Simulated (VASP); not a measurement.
C: relaxation of cell and atoms with LDA

The system is C.

```
C
1.0
    -0.95703    0.95703    0.95703
     0.95703   -0.95703    0.95703
     0.95703    0.95703   -0.95703
C
1
Direct
  0.00000 0.00000 0.00000
```

```
Program                : VASP 6.6.1
Task                   : relaxation of cell and atoms
Functional             : LDA
Potentials or basis    : VASP PAW LDA potentials, release 64 (C)
Cutoff                 : 600 eV
k mesh                 : 28 × 28 × 28
Occupations            : fermi-dirac, width 0.1 eV
Spin                   : no spin polarisation
Target pressure        : 390 GPa
Dipole correction      : no
Further INCAR settings : ALGO = Normal; EDIFF = 1e-06; IBRION = 2; EDIFFG = -0.005; NSW = 60; ISIF = 3
```

```yaml
Relaxed_volume: 3.54 Å³/atom
Relaxed_cell: a = 1.663 Å, b = 1.663 Å, c = 1.663 Å, α = 109.47°, β = 109.47°, γ = 109.47°
Space_group_after_relaxing_to_0.1_Å: Im-3m (No. 229)
Energy_change_on_relaxing_the_run_minimises_the_enthalpy: -90.6 meV/atom
Ionic_steps: 4
Pressure_after_relaxing: 390.0 GPa
Band_gap_on_the_k_mesh: zero (bands 2 and 3 overlap by 23.96 eV)
```

Step by step:
```tsv
step	energy change (eV)	largest force (eV/Å)	pressure (GPa)	volume (Å³)
1	0.0000	0.0000	404.69	3.51
2	-0.3855	0.0000	342.99	3.67
3	-0.0924	0.0000	389.76	3.54
4	-0.0906	0.0000	390.04	3.54
```

Final structure:
```xyz
1
Lattice="-0.9603 0.9603 0.9603 0.9603 -0.9603 0.9603 0.9603 0.9603 -0.9603" Properties=species:S:1:pos:R:3 pbc="T T T"
C     0.0000    0.0000    0.0000
```

Levels at points of the mesh, in eV from the Fermi level:
| k point | band 1 | band 2 | band 3 | band 4 | band 5 | band 6 |
| --- | --- | --- | --- | --- | --- | --- |
| (0.00, 0.00, 0.00) | -30.57 | 16.25 | 16.25 | 16.25 | 45.43 | 45.43 |
| (0.50, 0.00, 0.00) | -17.14 | -10.66 | 7.19 | 12.73 | 28.83 | 33.08 |
| (0.50, 0.50, 0.50) | -4.02 | -4.02 | -4.02 | 11.15 | 11.71 | 11.71 |

Run time: 64 s on 1 thread of AMD EPYC 7571 (shared host), peak memory 0.09 GiB.

Caveat: the cell is relaxed towards a set pressure, so the run minimises the enthalpy, not the energy.
